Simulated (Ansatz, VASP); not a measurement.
## Two plane-wave programs on BaTiO3

Contents of INCAR:

```
SYSTEM = BaTiO3
PREC = Accurate
ENCUT = 520
EDIFF = 1E-6
ISMEAR = -1
SIGMA = 0.1
LREAL = .FALSE.
LASPH = .TRUE.
NELM = 80
ALGO = Normal
ISIF = 2
LWAVE = .FALSE.
LCHARG = .FALSE.
GGA = PE
NBANDS = 28
```

The input KPOINTS:

```
Automatic mesh
0
G
  6 6 6
  0 0 0
```

Contents of POSCAR:

```
BaTiO3
1.0
    4.0503887900      0.0000000000      0.0000000000
    0.0102465900      4.0503786700      0.0000000000
    0.0102465900      0.0102263600      4.0503584400
Ba Ti O
1 1 3
Direct
    0.0000000000      0.0000000000      0.0000000000
    0.4870000000      0.4870000000      0.4870000000
    0.5092000000      0.5092000000      0.0189000000
    0.0189000000      0.5092000000      0.5092000000
    0.5092000000      0.0189000000      0.5092000000
```

Input for Ansatz:

```yaml
crystal:
  lattice:
    - [4.05038879, 0.0, 0.0]
    - [0.01024659, 4.05037867, 0.0]
    - [0.01024659, 0.01022636, 4.05035844]
  atoms:
    - { symbol: Ba, position: [0.0, 0.0, 0.0] }
    - { symbol: Ti, position: [0.487, 0.487, 0.487] }
    - { symbol: O, position: [0.5092, 0.5092, 0.0189] }
    - { symbol: O, position: [0.0189, 0.5092, 0.5092] }
    - { symbol: O, position: [0.5092, 0.0189, 0.5092] }
  symmetry: { tolerance: 0.0003 }
kpoints:
  mp_grid: { grid: [6, 6, 6], shift: [0, 0, 0] }
magnetization:
  spin_polarized: false
scf:
  occupations: { method: fermi_dirac }
  lower_state_search: "off"
  max_iter: 200
hamiltonian:
  pseudopotentials: { kind: paw }
  xc: pbe
basis:
  ecutwfc: 420
  fft_grid_basis: typed
output:
  forces: true
  stress: true
  eigenvalues: true
  bader: true
  populations: true
  elf: true
  write_potential: true
  volumetric_format: npy
  dos:
    e_range: [-12, 8]
    de: 0.05
    projected: { site_lists: { Ba: [Ba], O: [O], Ti: [Ti] } }
checkpoint:
  read: saved_state
```

Alike in both runs: task single point; functional PBE; k mesh 6 × 6 × 6; no spin polarisation.

|  | VASP | Ansatz |
| --- | --- | --- |
| version | VASP 6.6.1 | Ansatz 0.2.0 |
| potentials or method | VASP PAW PBE potentials, release 64 (Ba_sv, Ti_sv, O), cutoff 520 eV | PAW plane waves |
| occupations | fermi-dirac, width 0.1 eV | fermi-dirac |
| valence electrons in the cell | 40 | 40 |

VASP gave:

- pressure (GPa): 0.8
- rms of the force components (eV/Å): 0.080

Task: What did Ansatz give for the same quantities?

Result: Pressure (GPa): -0.8; rms of the force components (eV/Å): 0.105.

Atom by atom the forces differ by 0.026 eV/Å (rms over components). Ansatz's warnings: structure snapped to symmetry.

Neither program's run includes spin-orbit coupling.
